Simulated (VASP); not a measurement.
Wanted: the native input for a VASP 6.6.1 run.

| Quantity | Value |
| --- | --- |
| Task | single point |
| Functional | PBEsol |
| Potentials or basis | VASP PAW PBE potentials, release 64 (Sn_d, O) |
| Cutoff | 520 eV |
| k mesh | 6 × 6 × 8 |
| Occupations | gaussian, width 0.05 eV |
| Spin | no spin polarisation |
| Dipole correction | no |
| Further INCAR settings | ALGO = Normal; EDIFF = 1e-06; NBANDS = 35 |

The structure of SnO2 lies in POSCAR:

```
SnO2
1.0
    4.7291439302      0.0000000000      0.0000000000
    0.0000000000      4.7291439302      0.0000000000
    0.0000000000      0.0000000000      3.1847148224
Sn O
2 4
Direct
    0.0000000000      0.0000000000      0.0000000000
    0.5000000000      0.5000000000      0.5000000000
    0.2176265853      0.3949695495      0.0000000000
    0.2823734147      0.8949695495      0.5000000000
    0.7823734147      0.6050304505      0.0000000000
    0.7176265853      0.1050304505      0.5000000000
```

This cell differs from its parent crystal: atoms displaced along a vibrational mode, the cell strained.

The input as run:

INCAR

```
ALGO = Normal ; EDIFF = 1E-6
ENCUT = 520 ; GGA = PS
ISIF = 2 ; ISMEAR = 0
LASPH = T ; LCHARG = F
LREAL = F ; LWAVE = F
NBANDS = 35 ; NELM = 100
PREC = Accurate ; SIGMA = 0.05
```

KPOINTS

```
k-points
0
Gamma
  6 6 8
```

Potentials or basis: VASP PAW PBE potentials, release 64 (Sn_d, O).

The run is started by

```bash
$ cat potpaw_PBE.64/Sn_d/POTCAR potpaw_PBE.64/O/POTCAR > POTCAR
$ mpirun -np 1 vasp_std > vasp.out
```

Results of the run:

The pressure is -4.3 GPa and the largest force is 2.275 eV/Å. The band gap on the k mesh is 0.52 eV (least direct gap 0.54 eV).

Caveat: the cell differs from its parent crystal (atoms displaced along a vibrational mode, the cell strained); the stress differs along the axes, from -7 to -2 GPa; semilocal functionals underestimate gaps, and a narrow one can read as zero; the PAW data sets were made with another functional, which shifts forces and pressure a little; spin-orbit coupling is left out, which moves the levels of the heavy elements.

Wall time 3.7 min on 1 thread of AMD EPYC 7R13 (shared host), peak memory 0.25 GiB.
